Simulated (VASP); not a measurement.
Set up this calculation in VASP 6.6.1, as the native input.

| Property | Result |
| --- | --- |
| Task | single point |
| Functional | PBEsol |
| Potentials or basis | VASP PAW PBE potentials, release 64 (Ta_pv, F) |
| Cutoff | 520 eV |
| k mesh | 12 × 12 × 12 |
| Occupations | gaussian, width 0.15 eV |
| Spin | no spin polarisation |
| Dipole correction | no |
| Further INCAR settings | ALGO = Normal; EDIFF = 1e-06; NBANDS = 24 |

The structure of TaF3 lies in POSCAR:

```
TaF3
1.0
    3.9597180000      0.0000000000      0.0000000000
    0.0000000000      3.9597180000      0.0000000000
    0.0000000000      0.0000000000      3.9012000000
Ta F
1 3
Direct
    0.0000000000      0.0000000000      0.0000000000
    0.5000000000      0.0000000000      0.0000000000
    0.0000000000      0.5000000000      0.0000000000
    0.0000000000      0.0000000000      0.5000000000
```

This cell differs from its parent crystal: strain +0.015 along x and y, +0.000 along z.

The input as run:

INCAR

```
SYSTEM = TaF3
PREC = Accurate
ENCUT = 520
EDIFF = 1E-6
ISMEAR = 0
SIGMA = 0.15
LREAL = .FALSE.
LASPH = .TRUE.
NELM = 100
ALGO = Normal
ISIF = 2
LWAVE = .FALSE.
LCHARG = .FALSE.
GGA = PS
NBANDS = 24
```

KPOINTS

```
Automatic mesh
0
G
  12 12 12
  0 0 0
```

Potentials or basis: VASP PAW PBE potentials, release 64 (Ta_pv, F).

Launch:

```sh
$ cat potpaw_PBE.64/Ta_pv/POTCAR potpaw_PBE.64/F/POTCAR > POTCAR
$ mpirun -np 1 vasp_std > vasp.out
```

Results of the run:

```
Pressure               : 15.2 GPa
Band gap on the k mesh : zero (bands 16 and 17 overlap by 2.86 eV)
```

Caveat: the cell differs from its parent crystal (strain +0.015 along x and y, +0.000 along z); the stress differs along the axes, from 13 to 19 GPa; the PAW data sets were made with another functional, which shifts forces and pressure a little; spin-orbit coupling is left out, which moves the levels of the heavy elements.

Run time: 3.9 min on 1 thread of Intel(R) Xeon(R) Platinum 8259CL CPU @ 2.50GHz (Skylake/Cascade Lake) (shared host), peak memory 0.35 GiB.
